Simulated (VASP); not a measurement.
# TaC (Fm-3m) in VASP: further runs

TaC is run at these levels: PBE; tasks: single point.

Program: VASP 6.6.1. These are calculated values, not measurements. Logs are shortened: lines on timing, memory, paths and dates and some standing lists are left out, and cuts for length are marked.

**1. The cell of the first run**

It takes space group Fm-3m (No. 225, cubic). Conventional cell: a = 4.446 Å, b = 4.446 Å, c = 4.446 Å, α = 90.00°, β = 90.00°, γ = 90.00°. Within 2.9 Å of Ta (site symmetry m-3m) lie 6 C at 2.22 Å. C (site symmetry m-3m) has 6 Ta at 2.22 Å within 2.9 Å.

**2. Single point, PBE**

INCAR

```
SYSTEM = TaC
PREC = Accurate ; ENCUT = 600
EDIFF = 1E-6 ; ISMEAR = 1
SIGMA = 0.5 ; LREAL = .False.
LASPH = .True. ; NELM = 120
ALGO = Normal ; ISIF = 2
LWAVE = .False. ; LCHARG = .False.
GGA = PE ; NBANDS = 14
GGA_COMPAT = .False.
```

KPOINTS

```
regular mesh
0
Gamma
  12 12 12
  0 0 0
```

POSCAR

```
TaC
1.0
    0.0000000000      2.2230000000      2.2230000000
    2.2230000000      0.0000000000      2.2230000000
    2.2230000000      2.2230000000      0.0000000000
Ta C
1 1
Direct
    0.0000000000      0.0000000000      0.0000000000
    0.5000000000      0.5000000000      0.5000000000
```

Potentials or basis: VASP PAW PBE potentials, release 64 (Ta_pv, C).

Started as:

```console
$ cat potpaw_PBE.64/Ta_pv/POTCAR potpaw_PBE.64/C/POTCAR > POTCAR
$ mpirun -np 1 vasp_std > vasp.out
```

OUTCAR:

```text
SYSTEM = TaC
   PREC = Accurate
   ENCUT = 600
   EDIFF = 1E-6
   ISMEAR = 1
   LREAL = .False.
   LASPH = .True.
   NELM = 120
   ISIF = 2
   GGA = PE

 ion  position               nearest neighbor table
   1  0.000  0.000  0.000-   2 2.22   2 2.22   2 2.22   2 2.22   2 2.22   2 2.22
   2  0.500  0.500  0.500-   1 2.22   1 2.22   1 2.22   1 2.22   1 2.22   1 2.22

  LATTYP: Found a face centered cubic cell.
 ALAT       =     4.4460000000

  Lattice vectors:

 A1 = (   0.0000000000,   2.2230000000,   2.2230000000)
 A2 = (   2.2230000000,   0.0000000000,   2.2230000000)
 A3 = (   2.2230000000,   2.2230000000,   0.0000000000)

Analysis of symmetry for initial positions (statically):
=====================================================================
 Subroutine PRICEL returns:
 Original cell was already a primitive cell.

 Routine SETGRP: Setting up the symmetry group for a
 face centered cubic supercell.

 Subroutine GETGRP returns: Found 48 space group operations
 (whereof 48 operations were pure point group operations)
 out of a pool of 48 trial point group operations.

The static configuration has the point symmetry O_h .

Analysis of symmetry for dynamics (positions and initial velocities):
=====================================================================
 Subroutine PRICEL returns:
 Original cell was already a primitive cell.

 Routine SETGRP: Setting up the symmetry group for a
 face centered cubic supercell.

 Subroutine GETGRP returns: Found 48 space group operations
 (whereof 48 operations were pure point group operations)
 out of a pool of 48 trial point group operations.

The dynamic configuration has the point symmetry O_h .

 Subroutine INISYM returns: Found 48 space group operations
 (whereof 48 operations are pure point group operations),
 and found     1 'primitive' translations

----------------------------------------------------------------------------------------

                                     Primitive cell

  volume of cell :      21.9709

  direct lattice vectors                    reciprocal lattice vectors
     0.000000000  2.223000000  2.223000000    -0.224921278  0.224921278  0.224921278
     2.223000000  0.000000000  2.223000000     0.224921278 -0.224921278  0.224921278
     2.223000000  2.223000000  0.000000000     0.224921278  0.224921278 -0.224921278

  length of vectors
     3.143796749  3.143796749  3.143796749     0.389575080  0.389575080  0.389575080

  position of ions in fractional coordinates (direct lattice)
[... 85 lines left out ...]
   ISIF   =      2    stress and relaxation
   ISYM   =      2    0-nonsym 1-usesym 2-fastsym
   POTIM  = 0.5000    time-step for ionic-motion
   TEBEG  =    0.0;   TEEND  =   0.0 temperature during run
   PSTRESS=    0.0 pullay stress
   NELECT =      15.0000    total number of electrons
   NUPDOWN=      -1.0000    fix difference up-down
   EMIN   =  10.00;   EMAX   =-10.00  energy-range for DOS
   EFERMI =   0.00;   METHOD = LEGACY
   ISMEAR =     1;   SIGMA  =   0.50  broadening in eV -4-tet -1-fermi 0-gaus
   EFERMI_NEDOS =   21; number of points for ismear=-14 and -15
   IALGO  =     38    algorithm
   IMIX   =      4    mixing-type and parameters
     AMIX     =   0.40;   BMIX     =  1.00
     AMIX_MAG =   1.60;   BMIX_MAG =  1.00
  volume/ion in A,a.u.               =      10.99        74.13
  Fermi-wavevector in a.u.,A,eV,Ry     =   1.441526  2.724089 28.272865  2.077997
  Thomas-Fermi vector in A             =   2.560148
   LORBIT       =      0    0 simple, 1 ext, 2 COOP (PROOUT), +10 PAW based schemes
   GGA     = PE    functional components
   LHFCALC =     F    Hartree Fock is set to
   AEXX    =    0.0000 exact exchange contribution
   IVDW    =     0    specifies the selected vdW correction
   LEPSILON=     F    determine dielectric tensor
   LRPA    =     F    only Hartree local field effects (RPA)
 non-spin polarized calculation
 Methfessel and Paxton  Order N= 1 SIGMA  =   0.50
  energy-cutoff  :      600.00
  volume of cell :       21.97
 maximum number of plane-waves:       754
 NGX is ok and might be reduce to    28
   NGX = 13   NGY = 13   NGZ = 13

 number of electron      14.9999999 magnetization

 Free energy of the ion-electron system (eV)
  ---------------------------------------------------
  ext. energy  EPLUGINS =         0.00000000
  ---------------------------------------------------
  free energy    TOTEN  =       -22.19361565 eV

  energy without entropy =      -22.19331861  energy(sigma->0) =      -22.19351664

 E-fermi :   8.4611     XC(G=0): -13.2357

 val. band max:        8.4533921779   @ k =  -0.4167   0.4167   0.1667
 cond. band min:       8.4824764231   @ k =  -0.0833   0.0833   0.0000
 fundamental gap:      0.0290842451
 Fermi energy:         8.4611299284

 k-point     1 :       0.0000    0.0000    0.0000
  band No.  band energies     occupation
      1     -26.5931      2.00000
      2     -26.5931      2.00000
      3     -26.5931      2.00000
      4      -6.4041      2.00000
      5       7.1138      2.00093
      6       7.1138      2.00093
      7       7.1138      2.00093
      8       7.9747      2.04413
      9       7.9747      2.04413
     10       7.9747      2.04413
     11       9.1198     -0.06859
     12       9.1198     -0.06859
     13      15.1081     -0.00000
     14      18.5157      0.00000
[... 377 lines left out ...]
      1     -27.2509      2.00000
      2     -26.8043      2.00000
      3     -26.6973      2.00000
      4      -2.4739      2.00000
      5       0.4674      2.00000
      6       3.2813      2.00000
      7       3.3007      2.00000
      8      10.4021     -0.00000
      9      10.9015     -0.00000
     10      11.6477     -0.00000
     11      15.7150     -0.00000
     12      17.0877     -0.00000
     13      17.8417     -0.00000
     14      21.3266      0.00000

 [... further k-points ...]
[... 5 lines left out ...]
  --------------------------------------------------------------------------------------
  -------------------------------------------------------------------------------------
  Total        1.0061743      1.0061743      1.0061743     -0.0000000      0.0000000      0.0000000
  in kB       73.3728546     73.3728546     73.3728546     -0.0000000      0.0000000      0.0000000
  external PRESSURE =      73.3728546 kB  Pullay stress =       0.0000000 kB

 VOLUME and BASIS-vectors are now :
 -----------------------------------------------------------------------------
  energy-cutoff  :      600.00
  volume of cell :       21.97
      direct lattice vectors                 reciprocal lattice vectors
     0.000000000  2.223000000  2.223000000    -0.224921278  0.224921278  0.224921278
     2.223000000  0.000000000  2.223000000     0.224921278 -0.224921278  0.224921278
     2.223000000  2.223000000  0.000000000     0.224921278  0.224921278 -0.224921278

 POSITION                                       TOTAL-FORCE (eV/Angst)
 -----------------------------------------------------------------------------------
      0.00000      0.00000      0.00000         0.000000     -0.000000      0.000000
      2.22300      2.22300      2.22300        -0.000000      0.000000     -0.000000
 -----------------------------------------------------------------------------------
    total drift:                                0.000000      0.000000      0.000000

  FREE ENERGIE OF THE ION-ELECTRON SYSTEM (eV)
  ---------------------------------------------------
  free  energy   TOTEN  =       -22.1936156529 eV

  energy  without entropy=      -22.1933186089  energy(sigma->0) =      -22.19351664
```

Run time: 47 s. Hardware: 1 thread of AMD EPYC 7R43 (Zen 3), shared host; peak memory 0.15 GiB.

Results:

* Free energy: -22.1936 eV
* Pressure: 7.3 GPa
* Band gap on the k mesh: zero (an odd number of electrons rules out a gap without spin polarisation)

Caveat: the cell stands under pressure; so wide a smearing shifts energies and pressures; spin-orbit coupling is left out, which moves the levels of the heavy elements.

**3. Single point, PBE**

INCAR

```
SYSTEM = TaC
ALGO = Normal
EDIFF = 1E-6
ENCUT = 600
GGA = PE
GGA_COMPAT = .False.
ISIF = 2
ISMEAR = 1
LASPH = .True.
LCHARG = .False.
LREAL = .False.
LWAVE = .False.
NBANDS = 14
NELM = 120
PREC = Accurate
SIGMA = 0.3
```

KPOINTS

```
k-points
0
Gamma
  12 12 12
  0 0 0
```

POSCAR is that of step 2.

Potentials or basis: VASP PAW PBE potentials, release 64 (Ta_pv, C).

Started as:

```console
$ cat potpaw_PBE.64/Ta_pv/POTCAR potpaw_PBE.64/C/POTCAR > POTCAR
$ mpirun -np 1 vasp_std > vasp.out
```

Run time: 46 s. Hardware: 1 thread of AMD EPYC 7R43 (Zen 3), shared host; peak memory 0.14 GiB.

Results (log left out):

* Free energy: -22.1916 eV
* Pressure: 7.4 GPa
* Band gap on the k mesh: zero (an odd number of electrons rules out a gap without spin polarisation)

Levels at points of the mesh, in eV from the Fermi level:
```tsv
k point	band 4	band 5	band 6	band 7	band 8	band 9	band 10	band 11	band 12	band 13
(0.00, 0.00, 0.00)	-14.85	-1.34	-1.34	-1.34	-0.47	-0.47	-0.47	0.67	0.67	6.66
(0.50, 0.00, 0.00)	-10.37	-8.77	-5.51	-5.51	2.76	2.76	3.75	5.43	10.04	10.04
(0.50, 0.50, 0.00)	-12.75	-4.62	-4.58	-1.76	-1.76	2.65	4.14	4.14	6.96	8.23
```

Caveat: the cell stands under pressure; so wide a smearing shifts energies and pressures; spin-orbit coupling is left out, which moves the levels of the heavy elements.

**4. Single point, PBE**

INCAR

```
ALGO = Normal ; EDIFF = 1E-6
ENCUT = 600 ; GGA = PE
GGA_COMPAT = False ; ISIF = 2
ISMEAR = 1 ; LASPH = True
LCHARG = False ; LREAL = False
LWAVE = False ; NBANDS = 14
NELM = 120 ; PREC = Accurate
SIGMA = 0.2
```

KPOINTS

```
k-points
0
Gamma
  12 12 12
```

POSCAR is that of step 3.

Started as:

```console
$ cat potpaw_PBE.64/Ta_pv/POTCAR potpaw_PBE.64/C/POTCAR > POTCAR
$ mpirun -np 1 vasp_std > vasp.out
```

Wall time 56 s (1 thread of AMD EPYC 7R43 (Zen 3), shared host); peak memory 0.14 GiB.

Results (log left out):

```yaml
Free_energy: -22.1898 eV
Pressure: 7.4 GPa
Band_gap_on_the_k_mesh: zero (an odd number of electrons rules out a gap without spin polarisation)
```

Levels at points of the mesh, in eV from the Fermi level:
```tsv
k point	band 4	band 5	band 6	band 7	band 8	band 9	band 10	band 11	band 12	band 13
(0.00, 0.00, 0.00)	-14.85	-1.33	-1.33	-1.33	-0.47	-0.47	-0.47	0.68	0.68	6.67
(0.50, 0.00, 0.00)	-10.36	-8.76	-5.50	-5.50	2.76	2.76	3.75	5.44	10.05	10.05
(0.50, 0.50, 0.00)	-12.74	-4.61	-4.57	-1.75	-1.75	2.65	4.15	4.15	6.97	8.24
```

Caveat: the cell stands under pressure; spin-orbit coupling is left out, which moves the levels of the heavy elements.

**5. Single point, PBE**

INCAR

```
SYSTEM = TaC
  PREC = Accurate
  ENCUT = 600
  EDIFF = 1E-6
  ISMEAR = 1
  SIGMA = 0.1
  LREAL = .FALSE.
  LASPH = .TRUE.
  NELM = 120
  ALGO = Normal
  ISIF = 2
  LWAVE = .FALSE.
  LCHARG = .FALSE.
  GGA = PE
  NBANDS = 14
  GGA_COMPAT = .FALSE.
```

KPOINTS

```
Automatic mesh
0
G
  12 12 12
  0 0 0
```

POSCAR is that of step 4.

Started as:

```console
$ cat potpaw_PBE.64/Ta_pv/POTCAR potpaw_PBE.64/C/POTCAR > POTCAR
$ mpirun -np 1 vasp_std > vasp.out
```

Wall time 53 s (1 thread of AMD EPYC 7R43 (Zen 3), shared host); peak memory 0.13 GiB.

Results (log left out):

```yaml
Free_energy: -22.1886 eV
Pressure: 7.4 GPa
Band_gap_on_the_k_mesh: zero (an odd number of electrons rules out a gap without spin polarisation)
```

Levels at points of the mesh, in eV from the Fermi level:
| k point | band 4 | band 5 | band 6 | band 7 | band 8 | band 9 | band 10 | band 11 | band 12 | band 13 |
| --- | --- | --- | --- | --- | --- | --- | --- | --- | --- | --- |
| (0.00, 0.00, 0.00) | -14.84 | -1.32 | -1.32 | -1.32 | -0.46 | -0.46 | -0.46 | 0.68 | 0.68 | 6.68 |
| (0.50, 0.00, 0.00) | -10.35 | -8.75 | -5.49 | -5.49 | 2.77 | 2.77 | 3.76 | 5.45 | 10.06 | 10.06 |
| (0.50, 0.50, 0.00) | -12.73 | -4.60 | -4.56 | -1.74 | -1.74 | 2.66 | 4.16 | 4.16 | 6.98 | 8.25 |

Caveat: the cell stands under pressure; spin-orbit coupling is left out, which moves the levels of the heavy elements.

**6. Summary**

```csv
smearing,gap on the mesh (eV),pressure (GPa)
methfessel-paxton 0.5 eV,none,7.3
methfessel-paxton 0.3 eV,none,7.4
methfessel-paxton 0.2 eV,none,7.4
methfessel-paxton 0.1 eV,none,7.4
```

Alike in all rows: task single point; level PBE; potentials or basis VASP PAW PBE potentials, release 64 (Ta_pv, C); no spin polarisation; cell as given; k mesh 12 × 12 × 12; cutoff (eV) 600.

Caveats: the cell stands under pressure; spin-orbit coupling is left out, which moves the levels of the heavy elements; so wide a smearing shifts energies and pressures (at least some runs).

Absolute energies hang on the potentials; compare differences alone.

The gap in the log of VASP goes by the Fermi energy; the results here count the filled bands.